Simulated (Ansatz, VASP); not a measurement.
**One calculation of Al3Ag4, two programs**

```
CELL_PARAMETERS angstrom
3.02863 -4.02259 0.00000
3.02863 4.02259 0.00000
0.00000 0.00000 5.84073
ATOMIC_POSITIONS crystal
Al 0.00000 0.50000 0.00000
Al 0.50000 0.00000 0.00000
Al 0.00000 0.00000 0.00000
Ag 0.79435 0.20565 0.50000
Ag 0.20565 0.79435 0.50000
Ag 0.50000 0.50000 0.50000
Ag 0.50000 0.50000 0.00000
```

Alike in both runs: task relaxation of cell and atoms; functional PBE; k mesh 4 × 4 × 4; occupations gaussian, width 0.1 eV; no spin polarisation.

```csv
,VASP,Ansatz
version,VASP 6.6.1,Ansatz 0.2.0
potentials or method,"VASP PAW PBE potentials, release 64 (Al, Ag), cutoff 600 eV","scalar-relativistic, plane waves, PAW"
valence electrons in the cell,53,85
```

|  | VASP | Ansatz | Ansatz less VASP |
| --- | --- | --- | --- |
| gap on the k mesh at the Fermi level, each at its own relaxed structure (eV) | none | none | - |
| relaxed volume (Å³/atom) | 18.31 | 18.31 | -0.002 |
| relaxed length of the cell vector where the two differ most in proportion (Å) | 5.298 | 5.306 | +0.0073 |

A gap of «none» marks a metal or a gap that the smearing closes. VASP's potentials hold 53 valence electrons a cell and Ansatz's 85, so a difference there can come from the potentials and not from the codes.
